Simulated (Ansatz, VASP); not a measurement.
Sb in VASP and in Ansatz

```
CELL_PARAMETERS angstrom
0.00000 2.37124 2.37124
2.37124 0.00000 2.37124
2.37124 2.37124 0.00000
ATOMIC_POSITIONS crystal
Sb 0.00000 0.00000 0.00000
```

Alike in both runs: task relaxation of cell and atoms; functional BLYP; dispersion D4; k mesh 10 × 10 × 10; occupations fermi-dirac, width 0.05 eV; no spin polarisation.

|  | VASP | Ansatz |
| --- | --- | --- |
| version | VASP 6.6.1 | Ansatz 0.2.0 |
| potentials or method | VASP PAW PBE potentials, release 64 (Sb) | Ansatz PAW |
| plane-wave cutoff (eV) | 600 | 420 |
| valence electrons in the cell | 5 | 15 |

```tsv
	VASP	Ansatz	Ansatz less VASP
gap on the k mesh at the Fermi level, each at its own relaxed structure (eV)	none	none	-
relaxed volume (Å³/atom)	27.49	27.41	-0.081
relaxed cell length with the largest relative difference (Å)	3.388	3.384	-0.0033
```

VASP's potentials were made for PBE, not for BLYP. A gap of «none» marks a metal or a gap that the smearing closes. VASP's potentials hold 5 valence electrons a cell and Ansatz's 15, so a difference there can come from the potentials and not from the codes.

Neither program's run includes spin-orbit coupling. Noted on Ansatz's run: the plane-wave basis is chosen anew once the cell has moved, so the energies of steps on either side of that aren't comparable.
